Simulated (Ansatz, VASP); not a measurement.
Eu: VASP beside Ansatz

INCAR

```
SYSTEM = Eu
PREC = Accurate ; ENCUT = 520
EDIFF = 1E-6 ; ISMEAR = -1
SIGMA = 0.08 ; LREAL = .False.
LASPH = .True. ; NELM = 150
ALGO = Normal ; ISIF = 2
LWAVE = .False. ; LCHARG = .False.
ISPIN = 2 ; MAGMOM = 7 7
LORBIT = 11 ; LMAXMIX = 6
GGA = PE ; NBANDS = 28
```

The input KPOINTS:

```
Automatic mesh
0
Gamma
  8 8 8
  0 0 0
```

POSCAR

```
Eu
1.0
    0.0000000000      2.7893026914      2.7893026914
   -2.7893026914      2.7893026914      0.0000000000
   -2.7893026914     -2.7893026914      5.5786053828
Eu
2
Direct
    0.0000000000      0.0000000000      0.0000000000
    0.0000000000      0.5000000000      0.5000000000
```

Input for Ansatz:

```yaml
crystal:
  lattice:
    - [0.0, 2.7893026914, 2.7893026914]
    - [-2.7893026914, 2.7893026914, 0.0]
    - [-2.7893026914, -2.7893026914, 5.5786053828]
  atoms:
    - { symbol: Eu, position: [0.0, 0.0, 0.0], spin: 7.0 }
    - { symbol: Eu, position: [0.0, 0.5, 0.5], spin: 7.0 }
magnetization:
  spin_polarized: true
kpoints:
  mp_grid: { grid: [8, 8, 8] }
scf:
  occupations: { method: fermi_dirac, width: 0.08 }
hamiltonian:
  xc: pbe
  pseudopotentials: { kind: paw }
output:
  forces: true
  stress: true
  eigenvalues: true
  populations: true
```

Alike in both runs: task single point; functional PBE; k mesh 8 × 8 × 8; occupations fermi-dirac, width 0.08 eV; collinear spin.

```csv
,VASP,Ansatz
version,VASP 6.6.1,Ansatz 0.2.0
potentials or method,"VASP PAW PBE potentials, release 64 (Eu)","PAW with Ansatz's default frozen-core files, scalar-relativistic"
plane-wave cutoff (eV),520,420
valence electrons in the cell,34,34
```

```tsv
	VASP	Ansatz	Ansatz less VASP
pressure (GPa)	-0.9	-0.6	+0.29
net moment per atom (μB)	7.48	7.49	+0.008
size of the moment on the site where the two differ most (μB)	6.72	7.17	+0.453
```

Site moments also hang on the region over which each program counts them.

Neither program's run includes spin-orbit coupling.
